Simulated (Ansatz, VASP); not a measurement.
**Two plane-wave programs on Cu**

```
Cu
1.0
     2.40287    0.00000    0.00000
    -1.20144    2.08095    0.00000
     0.00000    0.00000    8.26394
Cu
4
Direct
  0.00000 0.00000 0.00000
  0.33333 0.66667 0.25000
  0.00000 0.00000 0.50000
  0.66667 0.33333 0.75000
```

Change from the starting cell: strain -0.050 along x and y, +0.000 along z, atoms carried along.

Alike in both runs: task single point; functional r2SCAN; k mesh 24 × 24 × 6; occupations gaussian, width 0.15 eV; no spin polarisation.

```csv
,VASP,Ansatz
version,VASP 6.6.1,Ansatz 0.2.0
potentials or method,"VASP PAW PBE potentials, release 64 (Cu), cutoff 520 eV","scalar-relativistic, plane waves, PAW"
valence electrons in the cell,44,76
```

|  | VASP | Ansatz | Ansatz less VASP |
| --- | --- | --- | --- |
| gap on the k mesh at the Fermi level (eV) | none | none | - |
| pressure (GPa) | 23.0 | 22.2 | -0.79 |
| traceless stress, the component that is largest in VASP (GPa) | -9.68 | -9.75 | -0.063 |

VASP's potentials were made for PBE, not for r2SCAN. A gap of «none» marks a metal or a gap that the smearing closes. With one functional, cell and mesh, what is left measures potentials, basis and numerics. VASP's potentials hold 44 valence electrons a cell and Ansatz's 76, so a difference there can come from the potentials and not from the codes.
